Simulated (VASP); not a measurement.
# SrTiO3: single point with PBEsol

Crystal: SrTiO3.

```
Sr Ti O
1.0
     3.89113    0.00000    0.00000
     0.00000    3.89113    0.00000
     0.00000    0.00000    3.89113
Sr Ti O
1 1 3
Direct
  0.50000 0.50000 0.50000
  0.00000 0.00000 0.00000
  0.50000 0.00000 0.00000
  0.00000 0.50000 0.00000
  0.00000 0.00000 0.50000
```

- Program: VASP 6.6.1
- Task: single point
- Functional: PBEsol
- Potentials or basis: VASP PAW PBE potentials, release 64 (Sr_sv, Ti_sv, O)
- Cutoff: 520 eV
- k mesh: 8 × 8 × 8
- Occupations: gaussian, width 0.02 eV
- Spin: no spin polarisation

```json
{
 "Pressure": "0.7 GPa",
 "Band gap on the k mesh": "1.82 eV, indirect (least direct gap 2.17 eV)"
}
```

Levels at points of the mesh, in eV from the valence-band top:
```csv
k point,band 17,band 18,band 19,band 20,band 21,band 22,band 23,band 24
"(0.00, 0.00, 0.00)",-1.21,-0.35,-0.35,-0.35,1.82,1.82,1.82,4.41
"(0.50, 0.00, 0.00)",-2.42,-2.07,-0.74,-0.74,2.00,3.83,3.83,4.43
"(0.50, 0.50, 0.00)",-1.74,-1.60,-1.60,-0.10,3.84,3.84,4.30,5.41
"(0.50, 0.50, 0.50)",-3.81,0.00,0.00,0.00,4.54,4.54,4.54,6.90
```

It took 32 s on 1 thread of Intel(R) Xeon(R) 6975P-C (Granite Rapids) (shared host), peak memory 0.2 GiB.

Caveat: the PAW data sets were made with another functional, which shifts forces and pressure a little. A k mesh can miss the band edges.
